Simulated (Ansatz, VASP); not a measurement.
## One calculation of Zr, two programs

The input INCAR:

```
ALGO = Normal
EDIFF = 1E-6
ENCUT = 520
GGA = PE
ISIF = 2
ISMEAR = -1
LASPH = T
LCHARG = F
LREAL = F
LWAVE = F
NBANDS = 12
NELM = 80
PREC = Accurate
SIGMA = 0.05
```

The input KPOINTS:

```
k-points
0
Gamma
  16 16 16
```

The input POSCAR:

```
Zr
1.0
   -1.8022092646      1.8022092646      1.8022092646
    1.8022092646     -1.8022092646      1.8022092646
    1.8022092646      1.8022092646     -1.8022092646
Zr
1
Direct
    0.0000000000      0.0000000000      0.0000000000
```

Input for Ansatz:

```yaml
crystal:
  lattice:
    - [-1.8022092646, 1.8022092646, 1.8022092646]
    - [1.8022092646, -1.8022092646, 1.8022092646]
    - [1.8022092646, 1.8022092646, -1.8022092646]
  atoms:
    - { symbol: Zr, position: [0.0, 0.0, 0.0] }
kpoints:
  mp_grid: { grid: [16, 16, 16] }
scf:
  occupations: { method: fermi_dirac, width: 0.05 }
hamiltonian:
  xc: pbe
  pseudopotentials: { kind: all_electron, lapw: { basis_error: 0.00025 } }
output:
  forces: true
  stress: true
  eigenvalues: true
```

Change from the starting cell: volume scaled by 1.025.

Alike in both runs: task single point; functional PBE; k mesh 16 × 16 × 16; occupations fermi-dirac, width 0.05 eV; no spin polarisation.

|  | VASP | Ansatz |
| --- | --- | --- |
| version | VASP 6.6.1 | Ansatz 0.2.0 |
| potentials or method | VASP PAW PBE potentials, release 64 (Zr_sv), cutoff 520 eV | all-electron LAPW, scalar-relativistic |

```tsv
	VASP	Ansatz	Ansatz less VASP
pressure (GPa)	-2.1	-2.1	0.00
```

Ansatz ran all-electron here, and VASP with PAW potentials.
